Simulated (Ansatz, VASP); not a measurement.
# BiTe in VASP and in Ansatz

INCAR

```
ALGO = Normal ; EDIFF = 1E-6
ENCUT = 520 ; GGA = PS
ISIF = 2 ; ISMEAR = 0
LASPH = T ; LCHARG = T
LELF = T ; LREAL = F
LVHAR = T ; LWAVE = F
NBANDS = 18 ; NELM = 60
PREC = Accurate ; SIGMA = 0.15
```

Contents of KPOINTS:

```
k-points
0
Gamma
  12 12 12
```

Contents of POSCAR:

```
BiTe
1.0
    2.4953890060      1.4407135143      3.3670513338
   -2.4953890060      1.4407135143      3.3670513338
    0.0000000000     -2.8814270287      3.3670513338
Bi Te
1 1
Direct
    0.5000000000      0.5000000000      0.5000000000
    0.0000000000      0.0000000000      0.0000000000
```

Input for Ansatz:

```yaml
crystal:
  lattice:
    - [2.495389006, 1.4407135143, 3.3670513338]
    - [-2.495389006, 1.4407135143, 3.3670513338]
    - [0.0, -2.8814270287, 3.3670513338]
  atoms:
    - { symbol: Bi, position: [0.5, 0.5, 0.5] }
    - { symbol: Te, position: [0.0, 0.0, 0.0] }
basis:
  ecutwfc: 420
kpoints:
  mp_grid: { grid: [12, 12, 12] }
hamiltonian:
  xc: pbesol
scf:
  occupations: { method: gaussian, width: 0.15 }
output:
  forces: true
  stress: true
  eigenvalues: true
  write_density: true
  write_potential: true
  elf: true
  volumetric_format: npy
```

Change from the starting cell: strain +0.030 along x and y, +0.015 along z, atoms carried along.

Alike in both runs: task single point; functional PBEsol; k mesh 12 × 12 × 12; occupations gaussian, width 0.15 eV; no spin polarisation.

|  | VASP | Ansatz |
| --- | --- | --- |
| version | VASP 6.6.1 | Ansatz 0.2.0 |
| potentials or method | VASP PAW PBE potentials, release 64 (Bi_d, Te), cutoff 520 eV | scalar-relativistic, plane waves, PAW |
| valence electrons in the cell | 21 | 31 |

```csv
,VASP,Ansatz,Ansatz less VASP
gap on the k mesh at the Fermi level (eV),none,none,-
pressure (GPa),-5.3,-5.3,+0.05
"traceless stress, the component that is largest in VASP (GPa)",1.00,1.00,+0.003
```

VASP's potentials were made for PBE, not for PBEsol. A gap of «none» marks a metal or a gap that the smearing closes. With one functional, cell and mesh, what is left measures potentials, basis and numerics. VASP's potentials hold 21 valence electrons a cell and Ansatz's 31, so a difference there can come from the potentials and not from the codes.

Spin-orbit coupling is off throughout.
